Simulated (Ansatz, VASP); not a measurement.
**Os: VASP beside Ansatz**

INCAR

```
ALGO     = Normal         # electronic algorithm
EDIFF    = 1E-7           # SCF threshold, eV
EDIFFG   = -0.005         # ionic threshold
ENCUT    = 600            # plane-wave cutoff, eV
GGA      = PS             # functional
IBRION   = 2              # ionic algorithm
ISIF     = 3              # what is computed and relaxed
ISMEAR   = -1             # smearing method
LASPH    = T              # aspherical terms in the spheres
LCHARG   = F              # write CHGCAR
LREAL    = F              # projectors in reciprocal space
LWAVE    = F              # write WAVECAR
NELM     = 60             # most SCF steps
NSW      = 60             # ionic steps
PREC     = Accurate       # precision mode
SIGMA    = 0.05           # smearing width, eV
```

KPOINTS

```
k-points
0
Gamma
  19 19 19
```

File POSCAR:

```
Os
1.0
   -1.5144528880      1.5144528880      1.5144528880
    1.5144528880     -1.5144528880      1.5144528880
    1.5144528880      1.5144528880     -1.5144528880
Os
1
Direct
    0.0000000000      0.0000000000      0.0000000000
```

Input for Ansatz:

```yaml
crystal:
  lattice:
    - [-1.514452888, 1.514452888, 1.514452888]
    - [1.514452888, -1.514452888, 1.514452888]
    - [1.514452888, 1.514452888, -1.514452888]
  atoms:
    - { symbol: Os, position: [0.0, 0.0, 0.0] }
kpoints:
  mp_grid: { grid: [19, 19, 19] }
scf:
  occupations: { method: fermi_dirac, width: 0.05 }
hamiltonian:
  xc: pbesol
  pseudopotentials: { kind: paw }
output:
  forces: true
  stress: true
  write_density: true
  write_potential: true
  elf: true
  volumetric_format: npy
relax:
  f_tol: 0.005
  max_steps: 40
  cell: {}
```

Alike in both runs: task relaxation of cell and atoms; functional PBEsol; k mesh 19 × 19 × 19; occupations fermi-dirac, width 0.05 eV; no spin polarisation.

```csv
,VASP,Ansatz
version,VASP 6.6.1,Ansatz 0.2.0
potentials or method,"VASP PAW PBE potentials, release 64 (Os)","PAW with Ansatz's default frozen-core files, scalar-relativistic"
plane-wave cutoff (eV),600,420
valence electrons in the cell,8,16
```

```csv
,VASP,Ansatz,Ansatz less VASP
relaxed volume (Å³/atom),14.38,14.35,-0.029
relaxed cell length with the largest relative difference (Å),2.654,2.652,-0.0018
```

VASP's potentials were made for PBE, not for PBEsol. VASP's potentials hold 8 valence electrons a cell and Ansatz's 16, so a difference there can come from the potentials and not from the codes.

Spin-orbit coupling is off throughout.
